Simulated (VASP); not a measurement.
# Ca (Fm-3m) in VASP: further runs, part 2 of 3

VASP 6.6.1.

## (3) Single point, PBEsol

This run uses another cell than the first one, of 36.84 Å³/atom, 1.116 times its volume.

The input, INCAR:

```
PREC     = Accurate       # precision mode
ENCUT    = 520            # plane-wave cutoff, eV
EDIFF    = 1E-6           # SCF threshold, eV
ISMEAR   = -1             # smearing method
SIGMA    = 0.05           # smearing width, eV
LREAL    = F              # projectors in reciprocal space
LASPH    = T              # aspherical terms in the spheres
NELM     = 60             # most SCF steps
ALGO     = Normal         # electronic algorithm
ISIF     = 2              # what is computed and relaxed
LWAVE    = F              # write WAVECAR
LCHARG   = F              # write CHGCAR
GGA      = PS             # functional
NBANDS   = 11             # bands
```

The input, KPOINTS:

```
Automatic mesh
0
Gamma
  8 8 8
```

The input, POSCAR:

```
Ca
1.0
    0.0000000000      2.6409820482      2.6409820482
    2.6409820482      0.0000000000      2.6409820482
    2.6409820482      2.6409820482      0.0000000000
Ca
1
Direct
    0.0000000000      0.0000000000      0.0000000000
```

Potentials or basis: VASP PAW PBE potentials, release 64 (Ca_sv).

The run is started by

```sh
cat potpaw_PBE.64/Ca_sv/POTCAR > POTCAR
mpirun -np 1 vasp_std > vasp.out
```

OUTCAR:

```text
PREC = Accurate
   ENCUT = 520
   EDIFF = 1E-6
   ISMEAR = -1
   LREAL = F
   LASPH = T
   NELM = 60
   ISIF = 2
   GGA = PS

 ion  position               nearest neighbor table
   1  0.000  0.000  0.000-

  LATTYP: Found a face centered cubic cell.
 ALAT       =     5.2819640964

  Lattice vectors:

 A1 = (   0.0000000000,   2.6409820482,   2.6409820482)
 A2 = (   2.6409820482,   0.0000000000,   2.6409820482)
 A3 = (   2.6409820482,   2.6409820482,   0.0000000000)

Analysis of symmetry for initial positions (statically):
=====================================================================
 Subroutine PRICEL returns:
 Original cell was already a primitive cell.

 Routine SETGRP: Setting up the symmetry group for a
 face centered cubic supercell.

 Subroutine GETGRP returns: Found 48 space group operations
 (whereof 48 operations were pure point group operations)
 out of a pool of 48 trial point group operations.

The static configuration has the point symmetry O_h .

Analysis of symmetry for dynamics (positions and initial velocities):
[... 158 lines left out ...]
 val. band max:        2.3981692590   @ k =  -0.3750   0.3750   0.0000
 cond. band min:       2.4222536598   @ k =  -0.3750   0.2500   0.1250
 fundamental gap:      0.0240844008
 Fermi energy:         2.4180740472

 k-point     1 :       0.0000    0.0000    0.0000
  band No.  band energies     occupation
      1     -39.0700      2.00000
      2     -20.0377      2.00000
      3     -20.0377      2.00000
      4     -20.0377      2.00000
      5      -1.8214      2.00000
      6       4.9572      0.00000
      7       4.9572      0.00000
      8       4.9572      0.00000
      9       6.2237      0.00000
     10       6.2237      0.00000
     11      12.1822      0.00000
[... 309 lines left out ...]
 k-point    24 :      -0.3750    0.2500    0.1250
  band No.  band energies     occupation
      1     -39.0394      2.00000
      2     -20.2362      2.00000
      3     -20.1285      2.00000
      4     -20.0876      2.00000
      5       2.1217      1.99469
      6       2.4223      0.95823
      7       4.0133      0.00000
      8       5.3196      0.00000
      9       6.8545      0.00000
     10       7.5288      0.00000
     11       8.1832      0.00000

 [... further k-points ...]
[... 5 lines left out ...]
  --------------------------------------------------------------------------------------
  -------------------------------------------------------------------------------------
  Total        0.4524876      0.4524876      0.4524876      0.0000000     -0.0000000      0.0000000
  in kB       19.6784530     19.6784530     19.6784530      0.0000000     -0.0000000      0.0000000
  external PRESSURE =      19.6784530 kB  Pullay stress =       0.0000000 kB

 VOLUME and BASIS-vectors are now :
 -----------------------------------------------------------------------------
  energy-cutoff  :      520.00
  volume of cell :       36.84
      direct lattice vectors                 reciprocal lattice vectors
     0.000000000  2.640982048  2.640982048    -0.189323513  0.189323513  0.189323513
     2.640982048  0.000000000  2.640982048     0.189323513 -0.189323513  0.189323513
     2.640982048  2.640982048  0.000000000     0.189323513  0.189323513 -0.189323513

 POSITION                                       TOTAL-FORCE (eV/Angst)
 -----------------------------------------------------------------------------------
      0.00000      0.00000      0.00000        -0.000000      0.000000     -0.000000
 -----------------------------------------------------------------------------------
    total drift:                               -0.000000     -0.000000     -0.000000

  FREE ENERGIE OF THE ION-ELECTRON SYSTEM (eV)
  ---------------------------------------------------
  free  energy   TOTEN  =        -2.1171337952 eV

  energy  without entropy=       -2.1074251962  energy(sigma->0) =       -2.11227950
```

stdout:

```text
POSCAR found type information on POSCAR Ca
 POSCAR found :  1 types and       1 ions
 scaLAPACK will be used
 -----------------------------------------------------------------------------
|                                                                             |
|                                                                             |
|     You enforced a specific xc type in the INCAR file but a different       |
|     I HOPE YOU KNOW WHAT YOU ARE DOING!                                     |
|                                                                             |
 -----------------------------------------------------------------------------

 LDA part: xc-table for (Slater+PW92), standard interpolation
 POSCAR, INCAR and KPOINTS ok, starting setup
 FFT: planning ... GRIDC
 FFT: planning ... GRID_SOFT
 FFT: planning ... GRID
 WAVECAR not read
 entering main loop
```

It took 9.6 s on 1 thread of Intel Xeon Platinum 8259CL at 2.50GHz (Skylake/Cascade Lake), shared host; peak memory 0.15 GiB.

What came out:

```yaml
Free_energy: -2.1171 eV
Pressure: 2.0 GPa
Band_gap_on_the_k_mesh: zero (band 5 reaches 2.56 eV, above the bottom of band 6 at 2.42 eV)
```

Caveat: the PAW data sets were made with another functional, which shifts forces and pressure a little.

## (4) Single point, PBEsol

This run uses another cell than the first one, of 40.54 Å³/atom, 1.227 times its volume.

The input, INCAR:

```
SYSTEM = Ca
PREC = Accurate ; ENCUT = 520
EDIFF = 1E-6 ; ISMEAR = -1
SIGMA = 0.05 ; LREAL = .False.
LASPH = .True. ; NELM = 60
ALGO = Normal ; ISIF = 2
LWAVE = .False. ; LCHARG = .True.
GGA = PS ; LELF = .True.
LVHAR = .True. ; NBANDS = 11
```

The input, KPOINTS:

```
Automatic mesh
0
Gamma
  8 8 8
  0 0 0
```

The input, POSCAR:

```
Ca
1.0
    0.0000000000      2.7264755270      2.7264755270
    2.7264755270      0.0000000000      2.7264755270
    2.7264755270      2.7264755270      0.0000000000
Ca
1
Direct
    0.0000000000      0.0000000000      0.0000000000
```

The run is started by

```sh
cat potpaw_PBE.64/Ca_sv/POTCAR > POTCAR
mpirun -np 1 vasp_std > vasp.out
```

Wall time 14 s (1 thread of Intel Xeon Platinum 8259CL at 2.50GHz (Skylake/Cascade Lake), shared host); peak memory 0.16 GiB.

The run converged. Its results:

```
Free energy            : -2.1395 eV
Pressure               : 0.0 GPa
Band gap on the k mesh : zero (band 5 reaches 2.23 eV, above the bottom of band 6 at 1.93 eV)
```

Levels at points of the mesh, in eV from the Fermi level:
| k point | band 2 | band 3 | band 4 | band 5 | band 6 | band 7 | band 8 | band 9 |
| --- | --- | --- | --- | --- | --- | --- | --- | --- |
| (0.00, 0.00, 0.00) | -22.69 | -22.69 | -22.69 | -4.07 | 2.42 | 2.42 | 2.42 | 3.56 |
| (0.50, 0.00, 0.00) | -22.85 | -22.71 | -22.71 | -0.98 | -0.08 | 2.30 | 2.30 | 4.28 |
| (0.50, 0.50, 0.00) | -22.84 | -22.75 | -22.75 | -0.46 | 0.58 | 1.08 | 4.28 | 4.47 |

Caveat: the PAW data sets were made with another functional, which shifts forces and pressure a little.

[end of part 2 of 3]
